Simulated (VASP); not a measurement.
# BN (P4_2/mnm) in VASP: further runs

The runs below take BN through single point, with PBEsol.

Everything below comes from runs of VASP 6.6.1. Logs are shortened: lines on timing, memory, paths and dates and some standing lists are left out, and cuts for length are marked.

### Step 1. The cell of the first run

The structure is tetragonal, space group P4_2/mnm (No. 136). Conventional cell: a = 4.431 Å, b = 4.431 Å, c = 2.386 Å, α = 90.00°, β = 90.00°, γ = 90.00°. B (site symmetry m2m) has 4 N at 1.47 to 1.60 Å within 2.0 Å. Within 2.0 Å of N (site symmetry m2m) lie 4 B at 1.47 to 1.60 Å.

### Step 2. Single point, PBEsol

INCAR reads:

```
  ALGO = Normal
  EDIFF = 1E-6
  ENCUT = 520
  GGA = PS
  ISIF = 2
  ISMEAR = 0
  LASPH = True
  LCHARG = True
  LELF = True
  LREAL = False
  LVHAR = True
  LWAVE = False
  NBANDS = 26
  NELM = 80
  PREC = Accurate
  SIGMA = 0.05
```

KPOINTS reads:

```
k-points
0
Gamma
  6 6 10
```

POSCAR reads:

```
BN
1.0
    4.4312000000      0.0000000000      0.0000000000
    0.0000000000      4.4312000000      0.0000000000
    0.0000000000      0.0000000000      2.3858000000
B N
4 4
Direct
    0.1741337327      0.8258662673      0.5000000000
    0.3258662673      0.3258662673      0.0000000000
    0.6741337327      0.6741337327      0.0000000000
    0.8258662673      0.1741337327      0.5000000000
    0.8123909516      0.8123909516      0.5000000000
    0.3123909516      0.6876090484      0.0000000000
    0.6876090484      0.3123909516      0.0000000000
    0.1876090484      0.1876090484      0.5000000000
```

Potentials or basis: VASP PAW PBE potentials, release 64 (B, N).

Started as:

```console
> cat potpaw_PBE.64/B/POTCAR potpaw_PBE.64/N/POTCAR > POTCAR
> mpirun -np 1 vasp_std > vasp.out
```

OUTCAR:

```text
EDIFF = 1E-6
   ENCUT = 520
   GGA = PS
   ISIF = 2
   ISMEAR = 0
   LASPH = True
   LREAL = False
   NELM = 80
   PREC = Accurate

 ion  position               nearest neighbor table
   1  0.174  0.826  0.500-   6 1.47   6 1.47   8 1.60   5 1.60
   2  0.326  0.326  0.000-   8 1.47   8 1.47   6 1.60   7 1.60
   3  0.674  0.674  0.000-   5 1.47   5 1.47   7 1.60   6 1.60
   4  0.826  0.174  0.500-   7 1.47   7 1.47   8 1.60   5 1.60
   5  0.812  0.812  0.500-   3 1.47   3 1.47   4 1.60   1 1.60
   6  0.312  0.688  0.000-   1 1.47   1 1.47   3 1.60   2 1.60
   7  0.688  0.312  0.000-   4 1.47   4 1.47   2 1.60   3 1.60
   8  0.188  0.188  0.500-   2 1.47   2 1.47   4 1.60   1 1.60

  LATTYP: Found a simple tetragonal cell.
 ALAT       =     4.4312000000
 C/A-ratio  =     0.5384094602

  Lattice vectors:

 A1 = (   4.4312000000,   0.0000000000,   0.0000000000)
 A2 = (   0.0000000000,   4.4312000000,   0.0000000000)
 A3 = (   0.0000000000,   0.0000000000,   2.3858000000)

Analysis of symmetry for initial positions (statically):
=====================================================================
 Subroutine PRICEL returns:
 Original cell was already a primitive cell.

 Routine SETGRP: Setting up the symmetry group for a
 simple tetragonal supercell.

 Subroutine GETGRP returns: Found 16 space group operations
 (whereof  8 operations were pure point group operations)
 out of a pool of 16 trial point group operations.

The static configuration has the point symmetry D_2h.
 The point group associated with its full space group is D_4h.

Analysis of symmetry for dynamics (positions and initial velocities):
=====================================================================
 Subroutine PRICEL returns:
 Original cell was already a primitive cell.

 Routine SETGRP: Setting up the symmetry group for a
 simple tetragonal supercell.

 Subroutine GETGRP returns: Found 16 space group operations
 (whereof  8 operations were pure point group operations)
 out of a pool of 16 trial point group operations.

The dynamic configuration has the point symmetry D_2h.
 The point group associated with its full space group is D_4h.

 Subroutine INISYM returns: Found 16 space group operations
 (whereof  8 operations are pure point group operations),
 and found     1 'primitive' translations

----------------------------------------------------------------------------------------

                                     Primitive cell

  volume of cell :      46.8465

  direct lattice vectors                    reciprocal lattice vectors
     4.431200000  0.000000000  0.000000000     0.225672504  0.000000000  0.000000000
     0.000000000  4.431200000  0.000000000     0.000000000  0.225672504  0.000000000
     0.000000000  0.000000000  2.385800000     0.000000000  0.000000000  0.419146617

  length of vectors
     4.431200000  4.431200000  2.385800000     0.225672504  0.225672504  0.419146617

  position of ions in fractional coordinates (direct lattice)
     0.174133733  0.825866267  0.500000000
     0.325866267  0.325866267  0.000000000
     0.674133733  0.674133733  0.000000000
     0.825866267  0.174133733  0.500000000
     0.812390952  0.812390952  0.500000000
     0.312390952  0.687609048  0.000000000
     0.687609048  0.312390952  0.000000000
     0.187609048  0.187609048  0.500000000

  ion indices of the primitive-cell ions
   primitive index   ion index
                 1           1
                 2           2
                 3           3
                 4           4
                 5           5
                 6           6
                 7           7
                 8           8

----------------------------------------------------------------------------------------

 KPOINTS: k-points

Automatic generation of k-mesh.
 Grid dimensions read from file:
 generate k-points for:    6    6   10

 Generating k-lattice:

  Cartesian coordinates                     Fractional coordinates (reciprocal lattice)
     0.037612084  0.000000000  0.000000000     0.166666667  0.000000000  0.000000000
     0.000000000  0.037612084  0.000000000     0.000000000  0.166666667  0.000000000
     0.000000000  0.000000000  0.041914662     0.000000000  0.000000000  0.100000000

  Length of vectors
     0.037612084  0.037612084  0.041914662

  Shift w.r.t. Gamma in fractional coordinates (k-lattice)
     0.000000000  0.000000000  0.000000000

 Subroutine IBZKPT returns following result:
 ===========================================

 Found     60 irreducible k-points:

 Following reciprocal coordinates:
            Coordinates               Weight
  0.000000  0.000000  0.000000      1.000000
  0.166667  0.000000  0.000000      4.000000
  0.333333  0.000000  0.000000      4.000000
  0.500000  0.000000  0.000000      2.000000
  0.166667  0.166667  0.000000      4.000000
  0.333333  0.166667  0.000000      8.000000
[... 16 lines left out ...]
  0.333333  0.000000  0.200000      8.000000
  0.500000  0.000000  0.200000      4.000000
 [... further k-points ...]
   k-points           NKPTS =     60   k-points in BZ     NKDIM =     60   number of bands    NBANDS=     26
   number of dos      NEDOS =    301   number of ions     NIONS =      8
   total plane-waves  NPLWV =  23328
   dimension x,y,z NGX =    36 NGY =   36 NGZ =   18
   dimension x,y,z NGXF=    72 NGYF=   72 NGZF=   36
   ions per type =               4   4
   NGX,Y,Z   is equivalent  to a cutoff of  13.51, 13.51, 12.54 a.u.
   NGXF,Y,Z  is equivalent  to a cutoff of  27.01, 27.01, 25.09 a.u.
 SYSTEM =  unknown system
   PREC   = accura    normal or accurate (medium, high low for compatibility)
   ISTART =      0    job   : 0-new  1-cont  2-samecut
   ICHARG =      2    charge: 1-file 2-atom 10-const
   ISPIN  =      1    spin polarized calculation?
   LNONCOLLINEAR =      F non collinear calculations
   LSORBIT =      F    spin-orbit coupling
   LASPH  =      T    aspherical Exc in radial PAW
   ENCUT  =  520.0 eV  38.22 Ry    6.18 a.u.   8.24  8.24  4.44*2*pi/ulx,y,z
   NELM   =     80;   NELMIN=  2; NELMDL= -5     # of ELM steps
   EDIFF  = 0.1E-05   stopping-criterion for ELM
   LREAL  =      F    real-space projection
   EDIFFG = 0.1E-04   stopping-criterion for IOM
   NSW    =      0    number of steps for IOM
   IBRION =     -1    ionic relax: 0-MD 1-quasi-New 2-CG
   NFREE  =      0    steps in history (QN), initial steepest desc. (CG)
   ISIF   =      2    stress and relaxation
   ISYM   =      2    0-nonsym 1-usesym 2-fastsym
   POTIM  = 0.5000    time-step for ionic-motion
   TEBEG  =    0.0;   TEEND  =   0.0 temperature during run
   PSTRESS=    0.0 pullay stress
   NELECT =      32.0000    total number of electrons
   NUPDOWN=      -1.0000    fix difference up-down
   EMIN   =  10.00;   EMAX   =-10.00  energy-range for DOS
   EFERMI =   0.00;   METHOD = LEGACY
   ISMEAR =     0;   SIGMA  =   0.05  broadening in eV -4-tet -1-fermi 0-gaus
   EFERMI_NEDOS =   21; number of points for ismear=-14 and -15
   IALGO  =     38    algorithm
   IMIX   =      4    mixing-type and parameters
     AMIX     =   0.40;   BMIX     =  1.00
     AMIX_MAG =   1.60;   BMIX_MAG =  1.00
  volume/ion in A,a.u.               =       5.86        39.52
  Fermi-wavevector in a.u.,A,eV,Ry     =   1.441781  2.724571 28.282865  2.078732
  Thomas-Fermi vector in A             =   2.560375
   LORBIT       =      0    0 simple, 1 ext, 2 COOP (PROOUT), +10 PAW based schemes
   GGA     = PS    functional components
   LHFCALC =     F    Hartree Fock is set to
   AEXX    =    0.0000 exact exchange contribution
   IVDW    =     0    specifies the selected vdW correction
   LEPSILON=     F    determine dielectric tensor
   LRPA    =     F    only Hartree local field effects (RPA)
 non-spin polarized calculation
 Gauss-broadening in eV      SIGMA  =   0.05
  energy-cutoff  :      520.00
  volume of cell :       46.85
 maximum number of plane-waves:      1285
 NGX is ok and might be reduce to    36
   NGX = 17   NGY = 17   NGZ =  9

 number of electron      32.0000000 magnetization

 Free energy of the ion-electron system (eV)
  ---------------------------------------------------
  ext. energy  EPLUGINS =         0.00000000
  ---------------------------------------------------
  free energy    TOTEN  =       -71.84555102 eV

  energy without entropy =      -71.84555102  energy(sigma->0) =      -71.84555102

 E-fermi :   7.7417     XC(G=0): -12.9449

 val. band max:        7.4536612034   @ k =   0.0000   0.0000   0.0000
 cond. band min:      11.9439534728   @ k =   0.0000   0.0000   0.3000
 fundamental gap:      4.4902922694
 Fermi energy:         7.7417448704

 k-point     1 :       0.0000    0.0000    0.0000
  band No.  band energies     occupation
      1     -13.2111      2.00000
      2      -9.2777      2.00000
      3      -9.2777      2.00000
      4      -8.7544      2.00000
      5      -3.2612      2.00000
      6      -2.3624      2.00000
[... 18 lines left out ...]
     25      19.9038      0.00000
     26      21.5634      0.00000

 k-point     2 :       0.1667    0.0000    0.0000
  band No.  band energies     occupation
      1     -13.0672      2.00000
      2     -10.0302      2.00000
      3      -9.1812      2.00000
      4      -8.3534      2.00000
      5      -3.3854      2.00000
      6      -1.9275      2.00000
[... 18 lines left out ...]
     25      19.9390      0.00000
     26      21.1662      0.00000

 k-point     3 :       0.3333    0.0000    0.0000
  band No.  band energies     occupation
      1     -12.6411      2.00000
      2     -11.0484      2.00000
      3      -8.9126      2.00000
      4      -8.2739      2.00000
      5      -3.3920      2.00000
      6      -2.1005      2.00000
[... 572 lines left out ...]
 k-point    23 :       0.3333    0.0000    0.2000
  band No.  band energies     occupation
      1     -11.9215      2.00000
      2     -10.3798      2.00000
      3      -8.3551      2.00000
      4      -7.7972      2.00000
      5      -2.8180      2.00000
      6      -1.5407      2.00000
[... 18 lines left out ...]
     25      20.5996      0.00000
     26      21.3447      0.00000

 k-point    24 :       0.5000    0.0000    0.2000
  band No.  band energies     occupation
      1     -11.2530      2.00000
      2     -11.2530      2.00000
      3      -8.0344      2.00000
      4      -8.0344      2.00000
      5      -2.3450      2.00000
      6      -2.3450      2.00000
[... 18 lines left out ...]
     25      20.8109      0.00000
     26      20.8109      0.00000

 [... further k-points ...]
[... 5 lines left out ...]
  --------------------------------------------------------------------------------------
  -------------------------------------------------------------------------------------
  Total       -0.0380148     -0.0380148     20.9923053     -0.0000000      0.0000000      0.0000000
  in kB       -1.3001282     -1.3001282    717.9496315     -0.0000000      0.0000000      0.0000000
  external PRESSURE =     238.4497917 kB  Pullay stress =       0.0000000 kB

 VOLUME and BASIS-vectors are now :
 -----------------------------------------------------------------------------
  energy-cutoff  :      520.00
  volume of cell :       46.85
      direct lattice vectors                 reciprocal lattice vectors
     4.431200000  0.000000000  0.000000000     0.225672504  0.000000000  0.000000000
     0.000000000  4.431200000  0.000000000     0.000000000  0.225672504  0.000000000
     0.000000000  0.000000000  2.385800000     0.000000000  0.000000000  0.419146617

 POSITION                                       TOTAL-FORCE (eV/Angst)
 -----------------------------------------------------------------------------------
      0.77162      3.65958      1.19290        -0.319169      0.319169      0.000000
      1.44398      1.44398      0.00000         0.319169      0.319169      0.000000
      2.98722      2.98722      0.00000        -0.319169     -0.319169     -0.000000
      3.65958      0.77162      1.19290         0.319169     -0.319169     -0.000000
      3.59987      3.59987      1.19290         0.532437      0.532437      0.000000
      1.38427      3.04693      0.00000         0.532437     -0.532437     -0.000000
      3.04693      1.38427      0.00000        -0.532437      0.532437      0.000000
      0.83133      0.83133      1.19290        -0.532437     -0.532437     -0.000000
 -----------------------------------------------------------------------------------
    total drift:                                0.000000      0.000000      0.000000

  FREE ENERGIE OF THE ION-ELECTRON SYSTEM (eV)
  ---------------------------------------------------
  free  energy   TOTEN  =       -71.8455510221 eV

  energy  without entropy=      -71.8455510221  energy(sigma->0) =      -71.84555102
```

Run time: 1.7 min. Hardware: 1 thread of Intel Xeon 8259CL, shared host; peak memory 0.19 GiB.

What came out:

- Free energy: -71.8456 eV
- Pressure: 23.8 GPa
- Largest force: 0.753 eV/Å
- Band gap on the k mesh: 4.49 eV (least direct gap 5.83 eV)

Forces in eV/Å, atoms in the order of the input:
```
B   -0.319  0.319  0.000
B    0.319  0.319  0.000
B   -0.319 -0.319  0.000
B    0.319 -0.319  0.000
N    0.532  0.532  0.000
N    0.532 -0.532  0.000
N   -0.532  0.532  0.000
N   -0.532 -0.532  0.000
```

Stress tensor (GPa, compression positive):
```
-0.13  0.00  0.00
 0.00 -0.13  0.00
 0.00  0.00 71.79
```

Levels at points of the mesh, in eV from the valence-band top:
```
           k point  band 13  band 14  band 15  band 16  band 17  band 18  band 19  band 20
(0.00, 0.00, 0.00)    -0.20    -0.20    -0.03     0.00     7.69     7.69     8.41     8.54
(0.50, 0.00, 0.00)    -1.40    -1.40    -0.96    -0.96     7.70     7.70     8.80     8.80
(0.50, 0.50, 0.00)    -2.42    -2.42    -1.89    -1.89     7.32     7.32     9.67     9.67
(0.00, 0.00, 0.50)    -4.56    -4.56    -3.39    -3.39     6.32     6.32    10.16    10.16
(0.50, 0.00, 0.50)    -3.58    -3.58    -2.56    -2.56     6.81     6.81     8.66     8.66
(0.50, 0.50, 0.50)    -2.92    -2.92    -2.71    -2.71     6.22     6.22     6.86     6.86
```

Caveat: the stress differs along the axes, from -0 to 72 GPa; the PAW data sets were made with another functional, which shifts forces and pressure a little. A k mesh can miss the band edges.

(Part 1 of 2 ends here.)
